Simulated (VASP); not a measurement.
Set up this calculation in VASP 6.6.1, as the native input.

```
Task                    : density of states
Functional              : PBE
Potentials or basis     : VASP PAW PBE potentials, release 64 (Mn_pv, S)
Cutoff                  : 520 eV
k mesh                  : 12 × 12 × 12
Occupations             : gaussian, width 0.05 eV
Spin                    : no spin polarisation
Dipole correction       : no
k mesh for the DOS      : 18 × 18 × 18
Occupations for the DOS : tetrahedron
Further INCAR settings  : ALGO = Normal; EDIFF = 1e-07; NBANDS = 16
```

Crystal: MnS.

```
Mn S
1.0
     0.00000    2.34599    2.34599
     2.34599    0.00000    2.34599
     2.34599    2.34599    0.00000
Mn S
1 1
Direct
  0.00000 0.00000 0.00000
  0.50000 0.50000 0.50000
```

These files were run (other wordings do the same):

POSCAR

```
MnS
1.0
    0.0000000000      2.3459927727      2.3459927727
    2.3459927727      0.0000000000      2.3459927727
    2.3459927727      2.3459927727      0.0000000000
Mn S
1 1
Direct
    0.0000000000      0.0000000000      0.0000000000
    0.5000000000      0.5000000000      0.5000000000
```

INCAR.step1

```
  PREC = Accurate
  ENCUT = 520
  EDIFF = 1E-7
  ISMEAR = 0
  SIGMA = 0.05
  LREAL = False
  LASPH = True
  NELM = 80
  ALGO = Normal
  ISIF = 2
  LWAVE = False
  LCHARG = True
  LMAXMIX = 4
  GGA = PE
  NBANDS = 16
```

KPOINTS.step1

```
regular mesh
0
Gamma
  12 12 12
```

INCAR.step2

```
  PREC = Accurate
  ENCUT = 520
  EDIFF = 1E-7
  ISMEAR = -5
  SIGMA = 0.05
  LREAL = False
  LASPH = True
  NELM = 80
  ALGO = Normal
  ISIF = 2
  LWAVE = False
  LCHARG = False
  LMAXMIX = 4
  GGA = PE
  LORBIT = 11
  NBANDS = 16
  NEDOS = 1001
  ICHARG = 11
```

KPOINTS.step2

```
regular mesh
0
Gamma
  18 18 18
```

Potentials or basis: VASP PAW PBE potentials, release 64 (Mn_pv, S).

The run is started by

```bash
$ cat potpaw_PBE.64/Mn_pv/POTCAR potpaw_PBE.64/S/POTCAR > POTCAR
$ cp INCAR.step1 INCAR
$ cp KPOINTS.step1 KPOINTS
$ mpirun -np 1 vasp_std > vasp.out
$ cp INCAR.step2 INCAR
$ cp KPOINTS.step2 KPOINTS
$ mpirun -np 1 vasp_std > vasp.out
```

It gave:

```
Valence electrons inside the program's atomic spheres : Mn 11.80; S 3.72
```

Caveat: the run has no spin polarisation, though such a crystal can be magnetic; semilocal functionals often make such compounds metallic where correlation or magnetic order opens a gap, which also shifts bond lengths.

Wall time 2.6 min on 1 thread of Intel(R) Xeon(R) Platinum 8259CL CPU @ 2.50GHz (Skylake/Cascade Lake) (shared host), peak memory 0.2 GiB.
